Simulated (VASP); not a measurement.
# HfO2 (fluorite type) (Fm-3m) in VASP: further runs

Runs on HfO2 (fluorite type). Level: PBEsol. Tasks: single point, relaxation of cell and atoms.

Program: VASP 6.6.1. These are calculated values, not measurements. Logs are shortened: lines on timing, memory, paths and dates and some standing lists are left out, and cuts for length are marked.

**1. The cell of the first run**

It takes space group Fm-3m (No. 225, cubic). Conventional cell: a = 5.044 Å, b = 5.044 Å, c = 5.044 Å, α = 90.00°, β = 90.00°, γ = 90.00°. Within 2.9 Å of Hf (site symmetry m-3m) lie 8 O at 2.18 Å. Within 2.9 Å of O (site symmetry -43m) lie 4 Hf at 2.18 Å and 6 O at 2.52 Å.

**2. Single point, PBEsol**

Input file INCAR:

```
PREC = Accurate
ENCUT = 520
EDIFF = 1E-7
ISMEAR = -1
SIGMA = 0.1
LREAL = F
LASPH = T
NELM = 100
ALGO = Normal
ISIF = 2
LWAVE = F
LCHARG = F
GGA = PS
NBANDS = 18
```

Input file KPOINTS:

```
Automatic mesh
0
Gamma
  11 11 11
```

Input file POSCAR:

```
HfO2
1.0
    0.0000000000      2.5217669310      2.5217669310
    2.5217669310      0.0000000000      2.5217669310
    2.5217669310      2.5217669310      0.0000000000
Hf O
1 2
Direct
    0.0000000000      0.0000000000      0.0000000000
    0.2500000000      0.2500000000      0.2500000000
    0.7500000000      0.7500000000      0.7500000000
```

Potentials or basis: VASP PAW PBE potentials, release 64 (Hf_pv, O).

Command:

```bash
> cat potpaw_PBE.64/Hf_pv/POTCAR potpaw_PBE.64/O/POTCAR > POTCAR
> mpirun -np 1 vasp_std > vasp.out
```

OUTCAR:

```text
PREC = Accurate
   ENCUT = 520
   EDIFF = 1E-7
   ISMEAR = -1
   LREAL = F
   LASPH = T
   NELM = 100
   ISIF = 2
   GGA = PS

 ion  position               nearest neighbor table
   1  0.000  0.000  0.000-   3 2.18   3 2.18   3 2.18   2 2.18   3 2.18   2 2.18   2 2.18   2 2.18

   2  0.250  0.250  0.250-   1 2.18   1 2.18   1 2.18   1 2.18
   3  0.750  0.750  0.750-   1 2.18   1 2.18   1 2.18   1 2.18

  LATTYP: Found a face centered cubic cell.
 ALAT       =     5.0435338620

  Lattice vectors:

 A1 = (   0.0000000000,   2.5217669310,   2.5217669310)
 A2 = (   2.5217669310,   0.0000000000,   2.5217669310)
 A3 = (   2.5217669310,   2.5217669310,   0.0000000000)

Analysis of symmetry for initial positions (statically):
=====================================================================
 Subroutine PRICEL returns:
 Original cell was already a primitive cell.

 Routine SETGRP: Setting up the symmetry group for a
 face centered cubic supercell.

 Subroutine GETGRP returns: Found 48 space group operations
 (whereof 48 operations were pure point group operations)
 out of a pool of 48 trial point group operations.

The static configuration has the point symmetry O_h .

Analysis of symmetry for dynamics (positions and initial velocities):
=====================================================================
 Subroutine PRICEL returns:
 Original cell was already a primitive cell.

 Routine SETGRP: Setting up the symmetry group for a
 face centered cubic supercell.

 Subroutine GETGRP returns: Found 48 space group operations
 (whereof 48 operations were pure point group operations)
 out of a pool of 48 trial point group operations.

The dynamic configuration has the point symmetry O_h .

 Subroutine INISYM returns: Found 48 space group operations
 (whereof 48 operations are pure point group operations),
 and found     1 'primitive' translations

----------------------------------------------------------------------------------------

                                     Primitive cell

  volume of cell :      32.0734

  direct lattice vectors                    reciprocal lattice vectors
     0.000000000  2.521766931  2.521766931    -0.198273676  0.198273676  0.198273676
     2.521766931  0.000000000  2.521766931     0.198273676 -0.198273676  0.198273676
     2.521766931  2.521766931  0.000000000     0.198273676  0.198273676 -0.198273676

  length of vectors
     3.566316995  3.566316995  3.566316995     0.343420081  0.343420081  0.343420081

[... 82 lines left out ...]
   EDIFF  = 0.1E-06   stopping-criterion for ELM
   LREAL  =      F    real-space projection
   EDIFFG = 0.1E-05   stopping-criterion for IOM
   NSW    =      0    number of steps for IOM
   IBRION =     -1    ionic relax: 0-MD 1-quasi-New 2-CG
   NFREE  =      0    steps in history (QN), initial steepest desc. (CG)
   ISIF   =      2    stress and relaxation
   ISYM   =      2    0-nonsym 1-usesym 2-fastsym
   POTIM  = 0.5000    time-step for ionic-motion
   TEBEG  =    0.0;   TEEND  =   0.0 temperature during run
   PSTRESS=    0.0 pullay stress
   NELECT =      22.0000    total number of electrons
   NUPDOWN=      -1.0000    fix difference up-down
   EMIN   =  10.00;   EMAX   =-10.00  energy-range for DOS
   EFERMI =   0.00;   METHOD = LEGACY
   ISMEAR =    -1;   SIGMA  =   0.10  broadening in eV -4-tet -1-fermi 0-gaus
   EFERMI_NEDOS =   21; number of points for ismear=-14 and -15
   IALGO  =     38    algorithm
   IMIX   =      4    mixing-type and parameters
     AMIX     =   0.40;   BMIX     =  1.00
     AMIX_MAG =   1.60;   BMIX_MAG =  1.00
  volume/ion in A,a.u.               =      10.69        72.15
  Fermi-wavevector in a.u.,A,eV,Ry     =   1.443779  2.728347 28.361322  2.084498
  Thomas-Fermi vector in A             =   2.562148
   LORBIT       =      0    0 simple, 1 ext, 2 COOP (PROOUT), +10 PAW based schemes
   GGA     = PS    functional components
   LHFCALC =     F    Hartree Fock is set to
   AEXX    =    0.0000 exact exchange contribution
   IVDW    =     0    specifies the selected vdW correction
   LEPSILON=     F    determine dielectric tensor
   LRPA    =     F    only Hartree local field effects (RPA)
 non-spin polarized calculation
  energy-cutoff  :      520.00
  volume of cell :       32.07
 maximum number of plane-waves:       889
   NGX = 13   NGY = 13   NGZ = 13

 number of electron      21.9999993 magnetization

 Free energy of the ion-electron system (eV)
  ---------------------------------------------------
  ext. energy  EPLUGINS =         0.00000000
  ---------------------------------------------------
  free energy    TOTEN  =       -31.63245668 eV

  energy without entropy =      -31.63245668  energy(sigma->0) =      -31.63245668

 E-fermi :   6.1390     XC(G=0): -12.1887

 val. band max:        4.2322199865   @ k =  -0.4545   0.4545   0.0000
 cond. band min:       8.0209703840   @ k =   0.4545   0.4545   0.0000
 fundamental gap:      3.7887503975
 Fermi energy:         6.1389802574

 k-point     1 :       0.0000    0.0000    0.0000
  band No.  band energies     occupation
      1     -25.2880      2.00000
      2     -25.2880      2.00000
      3     -25.2880      2.00000
      4     -14.5204      2.00000
      5     -11.3407      2.00000
      6      -1.2320      2.00000
[... 481 lines left out ...]
      5     -12.0474      2.00000
      6      -0.8281      2.00000
[... 10 lines left out ...]
     17      14.2479      0.00000
     18      17.3158      0.00000

 [... further k-points ...]

------------------------ aborting loop because EDIFF is reached ----------------------------------------

  FORCE on cell =-STRESS in cart. coord.  units (eV):
  Direction    XX          YY          ZZ          XY          YZ          ZX
  --------------------------------------------------------------------------------------
  -------------------------------------------------------------------------------------
  Total       -0.7368446     -0.7368446     -0.7368446      0.0000000      0.0000000     -0.0000000
  in kB      -36.8079521    -36.8079521    -36.8079521      0.0000000      0.0000000     -0.0000000
  external PRESSURE =     -36.8079521 kB  Pullay stress =       0.0000000 kB

 VOLUME and BASIS-vectors are now :
 -----------------------------------------------------------------------------
  energy-cutoff  :      520.00
  volume of cell :       32.07
      direct lattice vectors                 reciprocal lattice vectors
     0.000000000  2.521766931  2.521766931    -0.198273676  0.198273676  0.198273676
     2.521766931  0.000000000  2.521766931     0.198273676 -0.198273676  0.198273676
     2.521766931  2.521766931  0.000000000     0.198273676  0.198273676 -0.198273676

 POSITION                                       TOTAL-FORCE (eV/Angst)
 -----------------------------------------------------------------------------------
      0.00000      0.00000      0.00000        -0.000000     -0.000000      0.000000
      1.26088      1.26088      1.26088        -0.000000     -0.000000      0.000000
      3.78265      3.78265      3.78265         0.000000      0.000000     -0.000000
 -----------------------------------------------------------------------------------
    total drift:                                0.000000      0.000000      0.000000

  FREE ENERGIE OF THE ION-ELECTRON SYSTEM (eV)
  ---------------------------------------------------
  free  energy   TOTEN  =       -31.6324566765 eV

  energy  without entropy=      -31.6324566755  energy(sigma->0) =      -31.63245668
```

OSZICAR:

```text
N       E                     dE             d eps       ncg     rms          rms(c)
DAV:   1     0.890626623134E+02    0.89063E+02   -0.12633E+04  2024   0.121E+03
DAV:   2    -0.328943520270E+02   -0.12196E+03   -0.11787E+03  2554   0.290E+02
DAV:   3    -0.368423470459E+02   -0.39480E+01   -0.39335E+01  2356   0.458E+01
DAV:   4    -0.368646547252E+02   -0.22308E-01   -0.22303E-01  2458   0.381E+00
DAV:   5    -0.368647845068E+02   -0.12978E-03   -0.12978E-03  2340   0.276E-01    0.508E+01
DAV:   6    -0.318036496630E+02    0.50611E+01   -0.17954E+01  2068   0.305E+01    0.430E+01
DAV:   7    -0.316808075853E+02    0.12284E+00   -0.62968E-01  2308   0.661E+00    0.289E+01
DAV:   8    -0.316507566170E+02    0.30051E-01   -0.24500E-01  2232   0.447E+00    0.832E+00
DAV:   9    -0.316326057986E+02    0.18151E-01   -0.55553E-02  2132   0.197E+00    0.277E+00
DAV:  10    -0.316324393617E+02    0.16644E-03   -0.28122E-03  2342   0.402E-01    0.193E-01
DAV:  11    -0.316324537020E+02   -0.14340E-04   -0.13247E-04  2212   0.100E-01    0.162E-01
DAV:  12    -0.316324562518E+02   -0.25499E-05   -0.14928E-05  2282   0.275E-02    0.809E-03
DAV:  13    -0.316324566270E+02   -0.37521E-06   -0.61181E-07  2436   0.612E-03    0.197E-03
DAV:  14    -0.316324566765E+02   -0.49511E-07   -0.39103E-08  1782   0.132E-03
   1 F= -.31632457E+02 E0= -.31632457E+02  d E =-.100684E-08
```

It took 25 s on 1 thread of Intel Xeon Platinum 8488C (Sapphire Rapids), shared host; peak memory 0.17 GiB.

What came out:

* Free energy: -31.6325 eV
* Pressure: -3.7 GPa
* Band gap on the k mesh: 3.79 eV (least direct gap 3.87 eV)

Caveat: the cell stands under tension; the PAW data sets were made with another functional, which shifts forces and pressure a little; spin-orbit coupling is left out, which moves the levels of the heavy elements; an odd mesh through Γ misses points on the zone boundary, where band edges can lie.

**3. Single point, PBEsol (10.69 Å³/atom)**

Input file INCAR:

```
SYSTEM = HfO2
PREC = Accurate
ENCUT = 520
EDIFF = 1E-6
ISMEAR = -1
SIGMA = 0.1
LREAL = .False.
LASPH = .True.
NELM = 60
ALGO = Normal
ISIF = 2
LWAVE = .False.
LCHARG = .False.
GGA = PS
NBANDS = 18
```

Input file KPOINTS:

```
regular mesh
0
Gamma
  11 11 11
  0 0 0
```

POSCAR is that of step 2.

Potentials or basis: VASP PAW PBE potentials, release 64 (Hf_pv, O).

Command:

```bash
> cat potpaw_PBE.64/Hf_pv/POTCAR potpaw_PBE.64/O/POTCAR > POTCAR
> mpirun -np 1 vasp_std > vasp.out
```

OUTCAR:

```text
SYSTEM = HfO2
   PREC = Accurate
   ENCUT = 520
   EDIFF = 1E-6
   ISMEAR = -1
   LREAL = .False.
   LASPH = .True.
   NELM = 60
   ISIF = 2
   GGA = PS

 ion  position               nearest neighbor table
   1  0.000  0.000  0.000-   3 2.18   3 2.18   3 2.18   2 2.18   3 2.18   2 2.18   2 2.18   2 2.18

   2  0.250  0.250  0.250-   1 2.18   1 2.18   1 2.18   1 2.18
   3  0.750  0.750  0.750-   1 2.18   1 2.18   1 2.18   1 2.18

  LATTYP: Found a face centered cubic cell.
 ALAT       =     5.0435338620

  Lattice vectors:

 A1 = (   0.0000000000,   2.5217669310,   2.5217669310)
 A2 = (   2.5217669310,   0.0000000000,   2.5217669310)
 A3 = (   2.5217669310,   2.5217669310,   0.0000000000)

Analysis of symmetry for initial positions (statically):
=====================================================================
 Subroutine PRICEL returns:
 Original cell was already a primitive cell.

 Routine SETGRP: Setting up the symmetry group for a
 face centered cubic supercell.

 Subroutine GETGRP returns: Found 48 space group operations
 (whereof 48 operations were pure point group operations)
 out of a pool of 48 trial point group operations.

The static configuration has the point symmetry O_h .

Analysis of symmetry for dynamics (positions and initial velocities):
=====================================================================
 Subroutine PRICEL returns:
 Original cell was already a primitive cell.

 Routine SETGRP: Setting up the symmetry group for a
 face centered cubic supercell.

 Subroutine GETGRP returns: Found 48 space group operations
 (whereof 48 operations were pure point group operations)
 out of a pool of 48 trial point group operations.

The dynamic configuration has the point symmetry O_h .

 Subroutine INISYM returns: Found 48 space group operations
 (whereof 48 operations are pure point group operations),
 and found     1 'primitive' translations

----------------------------------------------------------------------------------------

[... 113 lines left out ...]
     AMIX     =   0.40;   BMIX     =  1.00
     AMIX_MAG =   1.60;   BMIX_MAG =  1.00
  volume/ion in A,a.u.               =      10.69        72.15
  Fermi-wavevector in a.u.,A,eV,Ry     =   1.443779  2.728347 28.361322  2.084498
  Thomas-Fermi vector in A             =   2.562148
   LORBIT       =      0    0 simple, 1 ext, 2 COOP (PROOUT), +10 PAW based schemes
   GGA     = PS    functional components
   LHFCALC =     F    Hartree Fock is set to
   AEXX    =    0.0000 exact exchange contribution
   IVDW    =     0    specifies the selected vdW correction
   LEPSILON=     F    determine dielectric tensor
   LRPA    =     F    only Hartree local field effects (RPA)
 non-spin polarized calculation
  energy-cutoff  :      520.00
  volume of cell :       32.07
 maximum number of plane-waves:       889
   NGX = 13   NGY = 13   NGZ = 13

 number of electron      21.9999993 magnetization

 Free energy of the ion-electron system (eV)
  ---------------------------------------------------
  ext. energy  EPLUGINS =         0.00000000
  ---------------------------------------------------
  free energy    TOTEN  =       -31.63245662 eV

  energy without entropy =      -31.63245662  energy(sigma->0) =      -31.63245662

 E-fermi :   6.1475     XC(G=0): -12.1888

 val. band max:        4.2320644760   @ k =  -0.4545   0.4545   0.0000
 cond. band min:       8.0208917609   @ k =   0.4545   0.4545   0.0000
 fundamental gap:      3.7888272849
 Fermi energy:         6.1475234253

 k-point     1 :       0.0000    0.0000    0.0000
  band No.  band energies     occupation
      1     -25.2881      2.00000
      2     -25.2881      2.00000
      3     -25.2881      2.00000
      4     -14.5206      2.00000
      5     -11.3409      2.00000
      6      -1.2322      2.00000
[... 481 lines left out ...]
      5     -12.0476      2.00000
      6      -0.8282      2.00000
[... 10 lines left out ...]
     17      14.2478      0.00000
     18      17.3157      0.00000

 [... further k-points ...]

------------------------ aborting loop because EDIFF is reached ----------------------------------------

  FORCE on cell =-STRESS in cart. coord.  units (eV):
  Direction    XX          YY          ZZ          XY          YZ          ZX
  --------------------------------------------------------------------------------------
  -------------------------------------------------------------------------------------
  Total       -0.7357356     -0.7357356     -0.7357356      0.0000000      0.0000000      0.0000000
  in kB      -36.7525524    -36.7525524    -36.7525524      0.0000000      0.0000000      0.0000000
  external PRESSURE =     -36.7525524 kB  Pullay stress =       0.0000000 kB

 VOLUME and BASIS-vectors are now :
 -----------------------------------------------------------------------------
  energy-cutoff  :      520.00
  volume of cell :       32.07
      direct lattice vectors                 reciprocal lattice vectors
     0.000000000  2.521766931  2.521766931    -0.198273676  0.198273676  0.198273676
     2.521766931  0.000000000  2.521766931     0.198273676 -0.198273676  0.198273676
     2.521766931  2.521766931  0.000000000     0.198273676  0.198273676 -0.198273676

 POSITION                                       TOTAL-FORCE (eV/Angst)
 -----------------------------------------------------------------------------------
      0.00000      0.00000      0.00000         0.000000      0.000000      0.000000
      1.26088      1.26088      1.26088         0.000000     -0.000000      0.000000
      3.78265      3.78265      3.78265        -0.000000      0.000000     -0.000000
 -----------------------------------------------------------------------------------
    total drift:                                0.000000      0.000000      0.000000

  FREE ENERGIE OF THE ION-ELECTRON SYSTEM (eV)
  ---------------------------------------------------
  free  energy   TOTEN  =       -31.6324566247 eV

  energy  without entropy=      -31.6324566237  energy(sigma->0) =      -31.63245662
```

OSZICAR:

```text
N       E                     dE             d eps       ncg     rms          rms(c)
DAV:   1     0.890626623134E+02    0.89063E+02   -0.12633E+04  2024   0.121E+03
DAV:   2    -0.328943520270E+02   -0.12196E+03   -0.11787E+03  2554   0.290E+02
DAV:   3    -0.368423470459E+02   -0.39480E+01   -0.39335E+01  2356   0.458E+01
DAV:   4    -0.368646547252E+02   -0.22308E-01   -0.22303E-01  2458   0.381E+00
DAV:   5    -0.368647845068E+02   -0.12978E-03   -0.12978E-03  2340   0.276E-01    0.508E+01
DAV:   6    -0.318036496630E+02    0.50611E+01   -0.17954E+01  2068   0.305E+01    0.430E+01
DAV:   7    -0.316808075853E+02    0.12284E+00   -0.62968E-01  2308   0.661E+00    0.289E+01
DAV:   8    -0.316507566170E+02    0.30051E-01   -0.24500E-01  2232   0.447E+00    0.832E+00
DAV:   9    -0.316326057986E+02    0.18151E-01   -0.55553E-02  2132   0.197E+00    0.277E+00
DAV:  10    -0.316324393617E+02    0.16644E-03   -0.28122E-03  2342   0.402E-01    0.193E-01
DAV:  11    -0.316324537020E+02   -0.14340E-04   -0.13247E-04  2212   0.100E-01    0.162E-01
DAV:  12    -0.316324562518E+02   -0.25499E-05   -0.14928E-05  2282   0.275E-02    0.809E-03
DAV:  13    -0.316324566247E+02   -0.37289E-06   -0.58853E-07  1836   0.612E-03
   1 F= -.31632457E+02 E0= -.31632457E+02  d E =-.100797E-08
```

It took 24 s on 1 thread of Intel Xeon Platinum 8488C (Sapphire Rapids), shared host; peak memory 0.17 GiB.

What came out:

* Free energy: -31.6325 eV
* Pressure: -3.7 GPa
* Band gap on the k mesh: 3.79 eV (least direct gap 3.87 eV)

Levels at points of the mesh, in eV from the valence-band top:
| k point | band 8 | band 9 | band 10 | band 11 | band 12 | band 13 | band 14 | band 15 |
| --- | --- | --- | --- | --- | --- | --- | --- | --- |
| (0.00, 0.00, 0.00) | -5.46 | -0.59 | -0.59 | -0.59 | 3.85 | 3.85 | 5.81 | 10.65 |

Caveat: the cell stands under tension; the PAW data sets were made with another functional, which shifts forces and pressure a little; spin-orbit coupling is left out, which moves the levels of the heavy elements; an odd mesh through Γ misses points on the zone boundary, where band edges can lie.

**4. Relaxation of cell and atoms, PBEsol**

This run uses another cell than the first one, of 10.00 Å³/atom.

Input file INCAR:

```
PREC = Accurate
ENCUT = 600
EDIFF = 1E-6
ISMEAR = -1
SIGMA = 0.1
LREAL = False
LASPH = True
NELM = 100
ALGO = Normal
ISIF = 3
LWAVE = False
LCHARG = False
GGA = PS
IBRION = 2
NSW = 60
EDIFFG = -0.005
```

Input file KPOINTS:

```
regular mesh
0
Gamma
  11 11 11
```

Input file POSCAR:

```
HfO2
1.0
    0.0000000000      2.4662120743      2.4662120743
    2.4662120743      0.0000000000      2.4662120743
    2.4662120743      2.4662120743      0.0000000000
Hf O
1 2
Direct
    0.0000000000      0.0000000000      0.0000000000
    0.2500000000      0.2500000000      0.2500000000
    0.7500000000      0.7500000000      0.7500000000
```

Command:

```bash
> cat potpaw_PBE.64/Hf_pv/POTCAR potpaw_PBE.64/O/POTCAR > POTCAR
> mpirun -np 1 vasp_std > vasp.out
```

Wall time 76 s (1 thread of Intel Xeon Platinum 8488C (Sapphire Rapids), shared host); peak memory 0.18 GiB.

Results (log left out):

```
Free energy                           : -31.6377 eV
Relaxed volume                        : 10.54 Å³/atom
Relaxed cell                          : a = 3.549 Å, b = 3.549 Å, c = 3.549 Å, α = 60.00°, β = 60.00°, γ = 60.00°
Space group after relaxing (to 0.1 Å) : Fm-3m (No. 225)
Energy gained by relaxing             : 25.4 meV/atom
Ionic steps                           : 4
Pressure after relaxing               : 0.0 GPa
Band gap on the k mesh                : 3.83 eV (least direct gap 3.92 eV)
```

The path:
```tsv
step	energy change (eV)	largest force (eV/Å)	pressure (GPa)	volume (Å³)
1	0.0000	0.0000	15.89	30.00
2	0.1168	0.0000	-19.72	34.52
3	-0.0763	0.0000	-0.35	31.65
4	-0.0763	0.0000	-0.04	31.62
```

Final structure:
```yaml
crystal:
  lattice:
    - [0.00000, 2.50974, 2.50974]
    - [2.50974, 0.00000, 2.50974]
    - [2.50974, 2.50974, 0.00000]
  atoms:
    - { symbol: Hf, position: [0.00000, 0.00000, 0.00000] }
    - { symbol: O, position: [0.25000, 0.25000, 0.25000] }
    - { symbol: O, position: [0.75000, 0.75000, 0.75000] }
```

Levels at points of the mesh, in eV from the valence-band top:
| k point | band 9 | band 10 | band 11 | band 12 | band 13 | band 14 |
| --- | --- | --- | --- | --- | --- | --- |
| (0.00, 0.00, 0.00) | -0.60 | -0.60 | -0.60 | 3.88 | 3.88 | 5.92 |

Caveat: the PAW data sets were made with another functional, which shifts forces and pressure a little; spin-orbit coupling is left out, which moves the levels of the heavy elements; an odd mesh through Γ misses points on the zone boundary, where band edges can lie.
